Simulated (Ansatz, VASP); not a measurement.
## One calculation of Zn3PAu, two programs

```
Zn P Au
1.0
     4.84273    0.00000    0.00000
     0.00000    4.84273    0.00000
     0.00000    0.00000    4.84273
Zn P Au
3 1 1
Cartesian
  0.0000 2.4214 2.4214
  2.4214 0.0000 2.4214
  2.4214 2.4214 0.0000
  0.0000 0.0000 0.0000
  2.4214 2.4214 2.4214
```

Alike in both runs: functional PBE; k mesh 4 × 4 × 4; occupations gaussian, width 0.1 eV; no spin polarisation.

Ansatz relaxed the structure, and its values are those at the end. VASP's run is a single point on that final structure, the one shown.

|  | VASP | Ansatz |
| --- | --- | --- |
| version | VASP 6.6.1 | Ansatz 0.2.0 |
| potentials or method | VASP PAW PBE potentials, release 64 (Zn, P, Au), cutoff 520 eV | scalar-relativistic, plane waves, PAW |
| valence electrons in the cell | 52 | 60 |

VASP gave:

* gap on the k mesh at the Fermi level (eV): none
* pressure (GPa): 0.2

Task: What did Ansatz give for the same quantities?

Result: gap on the k mesh at the Fermi level (eV): none; pressure (GPa): 0.0.

A gap of «none» marks a metal or a gap that the smearing closes. VASP's potentials hold 52 valence electrons a cell and Ansatz's 60, so a difference there can come from the potentials and not from the codes.

Spin-orbit coupling is off throughout.
